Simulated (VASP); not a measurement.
# Be16H (a cell with a defect) in VASP: a series of runs

The runs below take Be16H (a cell with a defect) through single point, with PBE.

All numbers are computed with VASP 6.6.1; they aren't measurements. Logs are shortened: lines on timing, memory, paths and dates and some standing lists are left out, and cuts for length are marked.

**1. The cell of the first run**

The cell holds a defect, 17 atoms: a = 4.580 Å, b = 3.966 Å, c = 7.177 Å, α = 90.00°, β = 90.00°, γ = 90.00°.

**2. Single point, PBE**

INCAR

```
SYSTEM = Be16H
PREC = Accurate
ENCUT = 520
EDIFF = 1E-6
ISMEAR = -1
SIGMA = 0.15
LREAL = Auto
LASPH = .True.
NELM = 80
ALGO = Normal
ISIF = 2
LWAVE = .False.
LCHARG = .False.
GGA = PE
NBANDS = 30
```

KPOINTS

```
regular mesh
0
Gamma
  5 5 3
  0 0 0
```

POSCAR

```
Be16H
1.0
   -2.2900000000     -3.9663960000      0.0000000000
    3.4350000000     -1.9831980000      0.0000000000
    0.0000000000      0.0000000000      7.1768600000
Be H
16 1
Direct
    0.7495222490      0.4959746580     -0.0021941350
    0.4921619717      0.3396008487      0.2465342782
    0.7495901031      0.5079456582      0.5033850458
    0.4989938693      0.3349356508      0.7497783153
    0.4989678216     -0.0010467798      0.0005438311
    0.2493614909      0.8325172676      0.2495923008
    0.4921452422     -0.0053998240      0.5038699375
    0.2494759028      0.8320211987      0.7531580663
    0.2495058816      0.5017713155     -0.0028541730
    0.0066895648      0.3392422426      0.2465090583
    0.2493473156      0.5016941347      0.5008036941
   -0.0000410028      0.3350611655      0.7498070187
   -0.0000118603     -0.0011662766      0.0005144311
    0.7495487734      0.8257303322      0.2469864258
    0.0066426709     -0.0050012471      0.5038998949
    0.7494936088      0.8379150987      0.7524367202
    0.7487875399      0.1668900921      0.3748245054
```

Potentials or basis: VASP PAW PBE potentials, release 64 (Be, H).

Command:

```bash
$ cat potpaw_PBE.64/Be/POTCAR potpaw_PBE.64/H/POTCAR > POTCAR
$ mpirun -np 1 vasp_std > vasp.out
```

OUTCAR:

```text
SYSTEM = Be16H
   PREC = Accurate
   ENCUT = 520
   EDIFF = 1E-6
   ISMEAR = -1
   LREAL = Auto
   LASPH = .True.
   NELM = 80
   ISIF = 2
   GGA = PE

 ion  position               nearest neighbor table
   1  0.750  0.496  0.998-  12 2.21   4 2.21  14 2.22  16 2.22  10 2.23   2 2.23   5 2.28  13 2.28
                             9 2.29   9 2.29  13 2.30   5 2.30
   2  0.492  0.340  0.247-   9 2.20   5 2.22  10 2.22   1 2.23  11 2.23   6 2.25  14 2.26   3 2.29
                             6 2.30   7 2.30  14 2.35  10 2.36
   3  0.750  0.508  0.503-  17 1.64  16 2.22  12 2.22   4 2.22  14 2.23   7 2.26  15 2.26  10 2.29
                             2 2.29  11 2.29  11 2.29  15 2.35   7 2.35
   4  0.499  0.335  0.750-   1 2.21   9 2.21   3 2.22  11 2.22   7 2.22   5 2.24   8 2.28  16 2.28
                            12 2.29  12 2.29   8 2.30  16 2.30
   5  0.499  0.999  0.001-  16 2.21   8 2.21  14 2.22   6 2.22   2 2.22   4 2.24   9 2.28   1 2.28
                            13 2.29  13 2.29   9 2.30   1 2.30
   6  0.249  0.833  0.250-  13 2.22   5 2.22  11 2.23   7 2.23  15 2.23   9 2.24   2 2.25  10 2.25
                            14 2.29  14 2.29  10 2.30   2 2.30
   7  0.492  0.995  0.504-   8 2.20   4 2.22  15 2.22  16 2.23   6 2.23  11 2.25   3 2.26  14 2.29
                            11 2.30   2 2.30   3 2.35  15 2.36
   8  0.249  0.832  0.753-   9 2.19   7 2.20  15 2.20  13 2.21   5 2.21  11 2.24  12 2.28   4 2.28
                            16 2.29  16 2.29   4 2.30  12 2.30
   9  0.250  0.502  0.997-   8 2.19   2 2.20  10 2.20  12 2.21   4 2.21   6 2.24  13 2.28   5 2.28
                             1 2.29   1 2.29   5 2.30  13 2.30
  10  0.007  0.339  0.247-   9 2.20  13 2.22   2 2.22   1 2.23  11 2.23   6 2.25  14 2.26   3 2.29
                             6 2.30  15 2.30  14 2.35   2 2.36
  11  0.249  0.502  0.501-  12 2.22   4 2.22   6 2.23   2 2.23  10 2.23   8 2.24   7 2.25  15 2.25
                             3 2.29   3 2.29  15 2.30   7 2.30
  12  1.000  0.335  0.750-   1 2.21   9 2.21   3 2.22  15 2.22  11 2.22  13 2.24   8 2.28  16 2.28
                             4 2.29   4 2.29   8 2.30  16 2.30
  13  1.000  0.999  0.001-  16 2.21   8 2.21  14 2.22   6 2.22  10 2.22  12 2.24   9 2.28   1 2.28
                             5 2.29   5 2.29   9 2.30   1 2.30
  14  0.750  0.826  0.247-  17 1.63   1 2.22  13 2.22   5 2.22   3 2.23   2 2.26  10 2.26  15 2.29
                             7 2.29   6 2.29   6 2.29  10 2.35   2 2.35
  15  0.007  0.995  0.504-   8 2.20  12 2.22   7 2.22  16 2.23   6 2.23  11 2.25   3 2.26  14 2.29
                            11 2.30  10 2.30   3 2.35   7 2.36
  16  0.749  0.838  0.752-  13 2.21   5 2.21   3 2.22   1 2.22  15 2.23   7 2.23   4 2.28  12 2.28
                             8 2.29   8 2.29  12 2.30   4 2.30
  17  0.749  0.167  0.375-  14 1.63   3 1.64

  LATTYP: Found a simple orthorhombic cell.
 ALAT       =     3.9663962620
 B/A-ratio  =     1.1547004875
 C/A-ratio  =     1.8094157835

  Lattice vectors:

 A1 = (  -3.4350000000,   1.9831980000,   0.0000000000)
 A2 = (  -2.2900000000,  -3.9663960000,   0.0000000000)
 A3 = (   0.0000000000,   0.0000000000,   7.1768600000)

Analysis of symmetry for initial positions (statically):
=====================================================================
 Subroutine PRICEL returns:
 Original cell was already a primitive cell.

 Routine SETGRP: Setting up the symmetry group for a
 simple orthorhombic supercell.

 Subroutine GETGRP returns: Found  1 space group operations
 (whereof  1 operations were pure point group operations)
 out of a pool of  8 trial point group operations.

The static configuration has the point symmetry C_1 .

Analysis of symmetry for dynamics (positions and initial velocities):
=====================================================================
 Subroutine PRICEL returns:
 Original cell was already a primitive cell.

 Routine SETGRP: Setting up the symmetry group for a
 simple orthorhombic supercell.

 Subroutine GETGRP returns: Found  1 space group operations
 (whereof  1 operations were pure point group operations)
 out of a pool of  8 trial point group operations.

The dynamic configuration has the point symmetry C_1 .

 Subroutine INISYM returns: Found  1 space group operations
 (whereof  1 operations are pure point group operations),
 and found     1 'primitive' translations

----------------------------------------------------------------------------------------

                                     Primitive cell

  volume of cell :     130.3755

  direct lattice vectors                    reciprocal lattice vectors
    -2.290000000 -3.966396000  0.000000000    -0.109170306 -0.189088533  0.000000000
     3.435000000 -1.983198000  0.000000000     0.218340611 -0.126059022  0.000000000
     0.000000000  0.000000000  7.176860000     0.000000000  0.000000000  0.139336702

  length of vectors
     4.579999697  3.966396262  7.176860000     0.218340626  0.252118027  0.139336702

  position of ions in fractional coordinates (direct lattice)
     0.749522249  0.495974658  0.997805865
     0.492161972  0.339600849  0.246534278
     0.749590103  0.507945658  0.503385046
     0.498993869  0.334935651  0.749778315
     0.498967822  0.998953220  0.000543831
     0.249361491  0.832517268  0.249592301
[... 9 lines left out ...]
     0.749493609  0.837915099  0.752436720
     0.748787540  0.166890092  0.374824505

  ion indices of the primitive-cell ions
   primitive index   ion index
                 1           1
                 2           2
                 3           3
                 4           4
                 5           5
                 6           6
[... 9 lines left out ...]
                16          16
                17          17

----------------------------------------------------------------------------------------

 KPOINTS: regular mesh

Automatic generation of k-mesh.
 Grid dimensions read from file:
 generate k-points for:    5    5    3

 Generating k-lattice:

  Cartesian coordinates                     Fractional coordinates (reciprocal lattice)
    -0.021834061 -0.037817707  0.000000000     0.200000000  0.000000000  0.000000000
     0.043668122 -0.025211804  0.000000000     0.000000000  0.200000000  0.000000000
     0.000000000  0.000000000  0.046445567     0.000000000  0.000000000  0.333333333

  Length of vectors
     0.043668125  0.050423605  0.046445567

  Shift w.r.t. Gamma in fractional coordinates (k-lattice)
     0.000000000  0.000000000  0.000000000

 Subroutine IBZKPT returns following result:
 ===========================================

 Found     38 irreducible k-points:

 Following reciprocal coordinates:
            Coordinates               Weight
  0.000000  0.000000  0.000000      1.000000
  0.200000  0.000000  0.000000      2.000000
  0.400000  0.000000  0.000000      2.000000
  0.000000  0.200000  0.000000      2.000000
  0.200000  0.200000  0.000000      2.000000
 -0.200000  0.200000  0.000000      2.000000
[... 16 lines left out ...]
  0.200000 -0.200000 -0.333333      2.000000
 -0.200000 -0.200000  0.333333      2.000000
 [... further k-points ...]
   k-points           NKPTS =     38   k-points in BZ     NKDIM =     38   number of bands    NBANDS=     30
   number of dos      NEDOS =    301   number of ions     NIONS =     17
   total plane-waves  NPLWV =  58320
   dimension x,y,z NGX =    36 NGY =   30 NGZ =   54
   dimension x,y,z NGXF=    72 NGYF=   60 NGZF=  108
   ions per type =              16   1
   NGX,Y,Z   is equivalent  to a cutoff of  13.07, 12.57, 12.51 a.u.
   NGXF,Y,Z  is equivalent  to a cutoff of  26.13, 25.15, 25.02 a.u.
 SYSTEM =  Be16H
   PREC   = accura    normal or accurate (medium, high low for compatibility)
   ISTART =      0    job   : 0-new  1-cont  2-samecut
   ICHARG =      2    charge: 1-file 2-atom 10-const
   ISPIN  =      1    spin polarized calculation?
   LNONCOLLINEAR =      F non collinear calculations
   LSORBIT =      F    spin-orbit coupling
   LASPH  =      T    aspherical Exc in radial PAW
   ENCUT  =  520.0 eV  38.22 Ry    6.18 a.u.   8.52  7.37 13.34*2*pi/ulx,y,z
   NELM   =     80;   NELMIN=  2; NELMDL= -5     # of ELM steps
   EDIFF  = 0.1E-05   stopping-criterion for ELM
   LREAL  =      T    real-space projection
   EDIFFG = 0.1E-04   stopping-criterion for IOM
   NSW    =      0    number of steps for IOM
   IBRION =     -1    ionic relax: 0-MD 1-quasi-New 2-CG
   NFREE  =      0    steps in history (QN), initial steepest desc. (CG)
   ISIF   =      2    stress and relaxation
   ISYM   =      2    0-nonsym 1-usesym 2-fastsym
   POTIM  = 0.5000    time-step for ionic-motion
   TEBEG  =    0.0;   TEEND  =   0.0 temperature during run
   PSTRESS=    0.0 pullay stress
   NELECT =      33.0000    total number of electrons
   NUPDOWN=      -1.0000    fix difference up-down
   EMIN   =  10.00;   EMAX   =-10.00  energy-range for DOS
   EFERMI =   0.00;   METHOD = LEGACY
   ISMEAR =    -1;   SIGMA  =   0.15  broadening in eV -4-tet -1-fermi 0-gaus
   EFERMI_NEDOS =   21; number of points for ismear=-14 and -15
   IALGO  =     38    algorithm
   IMIX   =      4    mixing-type and parameters
     AMIX     =   0.40;   BMIX     =  1.00
     AMIX_MAG =   1.60;   BMIX_MAG =  1.00
  volume/ion in A,a.u.               =       7.67        51.75
  Fermi-wavevector in a.u.,A,eV,Ry     =   1.035573  1.956950 14.591049  1.072412
  Thomas-Fermi vector in A             =   2.169923
   LORBIT       =      0    0 simple, 1 ext, 2 COOP (PROOUT), +10 PAW based schemes
   GGA     = PE    functional components
   LHFCALC =     F    Hartree Fock is set to
   AEXX    =    0.0000 exact exchange contribution
   IVDW    =     0    specifies the selected vdW correction
   LEPSILON=     F    determine dielectric tensor
   LRPA    =     F    only Hartree local field effects (RPA)
 non-spin polarized calculation
  energy-cutoff  :      520.00
  volume of cell :      130.38
 maximum number of plane-waves:      3529
 NGX is ok and might be reduce to    36
   NGX = 17   NGY = 15   NGZ = 27

 number of electron      33.0000000 magnetization

 Free energy of the ion-electron system (eV)
  ---------------------------------------------------
  ext. energy  EPLUGINS =         0.00000000
  ---------------------------------------------------
  free energy    TOTEN  =       -61.82810129 eV

  energy without entropy =      -61.68434820  energy(sigma->0) =      -61.75622474

 E-fermi :   7.3913     XC(G=0): -10.5852

 val. band max:        7.3898298917   @ k =   0.0000   0.0000   0.0000
 cond. band min:       7.4214575030   @ k =   0.4000   0.4000   0.0000
 fundamental gap:      0.0316276114
 Fermi energy:         7.3912882002

 k-point     1 :       0.0000    0.0000    0.0000
  band No.  band energies     occupation
      1      -5.1995      2.00000
      2      -3.0228      2.00000
      3      -2.1730      2.00000
      4      -0.2036      2.00000
      5       0.9687      2.00000
      6       1.5445      2.00000
[... 20 lines left out ...]
     27      10.3301      0.00000
     28      10.3622      0.00000

 k-point     2 :       0.2000    0.0000    0.0000
  band No.  band energies     occupation
      1      -5.0386      2.00000
      2      -2.8930      2.00000
      3      -1.9575      2.00000
      4      -1.2100      2.00000
      5       0.4709      2.00000
      6       1.2003      2.00000
[... 674 lines left out ...]
 k-point    24 :      -0.2000   -0.2000    0.3333
  band No.  band energies     occupation
      1      -4.7403      2.00000
      2      -3.1113      2.00000
      3      -1.4695      2.00000
      4      -0.2282      2.00000
      5       0.1381      2.00000
      6       0.4434      2.00000
[... 20 lines left out ...]
     27      12.0388      0.00000
     28      12.7293      0.00000

 [... further k-points ...]

 [bands above 28 left out]

------------------------ aborting loop because EDIFF is reached ----------------------------------------

  FORCE on cell =-STRESS in cart. coord.  units (eV):
  Direction    XX          YY          ZZ          XY          YZ          ZX
  --------------------------------------------------------------------------------------
  -------------------------------------------------------------------------------------
  Total        0.2494383      1.1070439     -1.2868664      0.7431647      0.0299146     -0.0528396
  in kB        3.0653338     13.6044004    -15.8142292      9.1327092      0.3676190     -0.6493426
  external PRESSURE =       0.2851683 kB  Pullay stress =       0.0000000 kB

 VOLUME and BASIS-vectors are now :
 -----------------------------------------------------------------------------
  energy-cutoff  :      520.00
  volume of cell :      130.38
      direct lattice vectors                 reciprocal lattice vectors
    -2.290000000 -3.966396000  0.000000000    -0.109170306 -0.189088533  0.000000000
     3.435000000 -1.983198000  0.000000000     0.218340611 -0.126059022  0.000000000
     0.000000000  0.000000000  7.176860000     0.000000000  0.000000000  0.139336702

 POSITION                                       TOTAL-FORCE (eV/Angst)
 -----------------------------------------------------------------------------------
     -0.01273     -3.95652      7.16111         0.008710     -0.002937     -0.003673
      0.03948     -2.62560      1.76934        -0.011223      0.002371      0.000223
      0.02823     -3.98053      3.61272         0.019022     -0.007958      0.005267
      0.00781     -2.64345      5.38105        -0.004960      0.002311     -0.002064
      2.28877     -3.96023      0.00390         0.004174     -0.005051      0.001439
      2.28866     -2.64011      1.79129        -0.007493      0.005032     -0.004841
[... 9 lines left out ...]
      1.16190     -4.63454      5.40013        -0.005572      0.005036      0.007003
     -1.14146     -3.30096      2.69006        -0.001924     -0.004001      0.007998
 -----------------------------------------------------------------------------------
    total drift:                               -0.000086     -0.001152      0.000760

  FREE ENERGIE OF THE ION-ELECTRON SYSTEM (eV)
  ---------------------------------------------------
  free  energy   TOTEN  =       -61.8281012887 eV

  energy  without entropy=      -61.6843481979  energy(sigma->0) =      -61.75622474
```

Run time: 83 s. Hardware: 1 thread of AMD EPYC 9R45 (Zen 5), shared host; peak memory 0.24 GiB.

Results:

| Property | Result |
| --- | --- |
| Free energy | -61.8281 eV |
| Pressure | 0.0 GPa |
| Largest force | 0.021 eV/Å |
| Band gap on the k mesh | zero (an odd number of electrons rules out a gap without spin polarisation) |

Forces in eV/Å, atoms in the order of the input:
```
Be   0.009 -0.003 -0.004
Be  -0.011  0.002  0.000
Be   0.019 -0.008  0.005
Be  -0.005  0.002 -0.002
Be   0.004 -0.005  0.001
Be  -0.007  0.005 -0.005
Be   0.003 -0.007 -0.005
Be  -0.003  0.003  0.004
Be   0.008 -0.003  0.000
Be  -0.004  0.004  0.002
Be   0.004 -0.003  0.002
Be  -0.007  0.005 -0.002
Be   0.009 -0.002  0.002
Be  -0.010  0.007 -0.008
Be   0.000  0.000 -0.007
Be  -0.006  0.005  0.007
H   -0.002 -0.004  0.008
```

Levels at points of the mesh, in eV from the Fermi level:
| k point | band 14 | band 15 | band 16 | band 17 | band 18 | band 19 |
| --- | --- | --- | --- | --- | --- | --- |
| (0.00, 0.00, 0.00) | -3.66 | -0.02 | 0.00 | 0.33 | 0.43 | 0.77 |

**3. Single point, PBE**

INCAR

```
PREC = Accurate
ENCUT = 520
EDIFF = 1E-6
ISMEAR = -1
SIGMA = 0.15
LREAL = Auto
LASPH = T
NELM = 60
ALGO = Normal
ISIF = 2
LWAVE = F
LCHARG = F
GGA = PE
NBANDS = 30
```

KPOINTS

```
regular mesh
0
Gamma
  5 5 3
```

POSCAR

```
Be16H
1.0
   -2.2900000000     -3.9663960000      0.0000000000
    3.4350000000     -1.9831980000      0.0000000000
    0.0000000000      0.0000000000      7.1768600000
Be H
16 1
Direct
    0.7498027009      0.5072073319     -0.0031859337
    0.4925476745      0.3381330931      0.2537129051
    0.7497446473      0.4947034184      0.5024461951
    0.4993018400      0.3341578497      0.7504892112
    0.4924503759     -0.0064391963     -0.0035621428
    0.2497793544      0.8310668767      0.2507490741
    0.4993456931     -0.0022886064      0.4996818943
    0.2497725245      0.8312227311      0.7470682165
    0.2497448178      0.5005375932     -0.0005063496
    0.0068570851      0.3379032678      0.2536865705
    0.2497363698      0.5006003746      0.5030925781
    0.0002727086      0.3341992730      0.7504821050
    0.0070061875     -0.0063621050     -0.0035165797
    0.7498999281      0.8244078124      0.2533768250
    0.0002755933     -0.0023472755      0.4997154745
    0.7497716007      0.8370948953      0.7477290904
    0.7495288232      0.1652416318      0.1248654704
```

Potentials or basis: VASP PAW PBE potentials, release 64 (Be, H).

Command:

```bash
$ cat potpaw_PBE.64/Be/POTCAR potpaw_PBE.64/H/POTCAR > POTCAR
$ mpirun -np 1 vasp_std > vasp.out
```

It took 1.7 min on 1 thread of AMD EPYC 9R45 (Zen 5), shared host; peak memory 0.24 GiB.

It converged, with:

- Free energy: -61.8281 eV
- Pressure: 0.0 GPa
- Largest force: 0.013 eV/Å
- Band gap on the k mesh: zero (an odd number of electrons rules out a gap without spin polarisation)

Forces in eV/Å, atoms in the order of the input:
```
Be   0.006 -0.002 -0.001
Be  -0.005  0.002 -0.001
Be   0.009 -0.006  0.002
Be  -0.010  0.006 -0.001
Be   0.004 -0.007  0.001
Be  -0.002  0.003  0.002
Be   0.008 -0.004  0.000
Be  -0.009  0.005 -0.001
Be   0.005 -0.002 -0.003
Be  -0.003 -0.003  0.001
Be   0.007 -0.005  0.001
Be  -0.011  0.008  0.000
Be   0.006 -0.001 -0.002
Be  -0.008  0.008  0.000
Be   0.010 -0.004 -0.001
Be  -0.010  0.006 -0.002
H    0.003 -0.003  0.004
```

Stress tensor (GPa, compression positive):
```
 0.30  0.92  0.07
 0.92  1.36 -0.04
 0.07 -0.04 -1.58
```

Levels at points of the mesh, in eV from the Fermi level:
| k point | band 13 | band 14 | band 15 | band 16 | band 17 | band 18 | band 19 | band 20 |
| --- | --- | --- | --- | --- | --- | --- | --- | --- |
| (0.00, 0.00, 0.00) | -4.11 | -3.65 | -0.02 | 0.00 | 0.33 | 0.43 | 0.77 | 1.04 |

The gap in the log of VASP goes by the Fermi energy; the results here count the filled bands.